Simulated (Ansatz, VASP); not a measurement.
# Se in VASP and in Ansatz

```xyz
3
Lattice="3.9535 0.0000 0.0000 -1.9767 3.4238 0.0000 0.0000 0.0000 5.1205" Properties=species:S:1:pos:R:3 pbc="T T T"
Se   -0.9711    3.4238    1.7068
Se    3.4507    0.8709    3.4137
Se    1.4739    2.5529    5.1205
```

Alike in both runs: functional LDA; k mesh 5 × 5 × 4; occupations fermi-dirac, width 0.05 eV; no spin polarisation.

Ansatz relaxed the structure, and its values are those at the end. VASP's run is a single point on that final structure, the one shown.

|  | VASP | Ansatz |
| --- | --- | --- |
| version | VASP 6.6.1 | Ansatz 0.2.0 |
| potentials or method | VASP PAW LDA potentials, release 64 (Se), cutoff 520 eV | plane waves (420 eV) with PAW, scalar-relativistic |
| valence electrons in the cell | 18 | 48 |

Ansatz gave:

| Property | Result |
| --- | --- |
| pressure (GPa) | 0.0 |
| rms of the force components (eV/Å) | 0.003 |

Problem. Estimate VASP's values.

Solution. Pressure (GPa): 0.2; rms of the force components (eV/Å): 0.023.

Ansatz warns that its potentials were made for another functional, while VASP's fit it. LDA's correlation is that of Perdew and Zunger in VASP and of Perdew and Wang (1992) in Ansatz. VASP's potentials hold 18 valence electrons a cell and Ansatz's 48, so a difference there can come from the potentials and not from the codes.
